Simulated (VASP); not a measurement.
Write the native input for VASP 6.6.1 that does the following.

```
Task                   : relaxation of cell and atoms
Functional             : PBEsol
Potentials or basis    : VASP PAW PBE potentials, release 64 (Mg, Si)
Cutoff                 : 600 eV
k mesh                 : 10 × 10 × 10
Occupations            : gaussian, width 0.01 eV
Spin                   : no spin polarisation
Dipole correction      : no
Further INCAR settings : ALGO = Normal; EDIFF = 1e-07; IBRION = 2; EDIFFG = -0.005; NSW = 100; ISIF = 3
```

The structure of Mg2Si lies in POSCAR:

```
Mg2Si
1.0
    0.0000000000      3.1955000000      3.1955000000
    3.1955000000      0.0000000000      3.1955000000
    3.1955000000      3.1955000000      0.0000000000
Mg Si
2 1
Direct
    0.2500000000      0.2500000000      0.2500000000
    0.7500000000      0.7500000000      0.7500000000
    0.0000000000      0.0000000000      0.0000000000
```

The input as run:

INCAR

```
SYSTEM = Mg2Si
PREC = Accurate ; ENCUT = 600
EDIFF = 1E-7 ; ISMEAR = 0
SIGMA = 0.01 ; LREAL = .FALSE.
LASPH = .TRUE. ; NELM = 120
ALGO = Normal ; ISIF = 3
LWAVE = .FALSE. ; LCHARG = .FALSE.
GGA = PS ; IBRION = 2
NSW = 100 ; EDIFFG = -0.005
GGA_COMPAT = .FALSE. ; NELMIN = 4
```

KPOINTS

```
Automatic mesh
0
G
  10 10 10
  0 0 0
```

Potentials or basis: VASP PAW PBE potentials, release 64 (Mg, Si).

Launch:

```bash
$ cat potpaw_PBE.64/Mg/POTCAR potpaw_PBE.64/Si/POTCAR > POTCAR
$ mpirun -np 1 vasp_std > vasp.out
```

It gave:

| Property | Result |
| --- | --- |
| Relaxed volume | 21.08 Å³/atom |
| Relaxed cell | a = 4.472 Å, b = 4.472 Å, c = 4.472 Å, α = 60.00°, β = 60.00°, γ = 60.00° |
| Space group after relaxing (to 0.05 Å) | Fm-3m (No. 225) |
| Energy gained by relaxing | 3.6 meV/atom |
| Ionic steps | 3 |
| Pressure after relaxing | 0.0 GPa |
| Band gap on the k mesh | 0.11 eV, indirect (least direct gap 1.89 eV) |

Caveat: the PAW data sets were made with another functional, which shifts forces and pressure a little.

Run time: 44 s on 1 thread of Intel Xeon 6975P-C, on a shared host, peak memory 0.24 GiB.
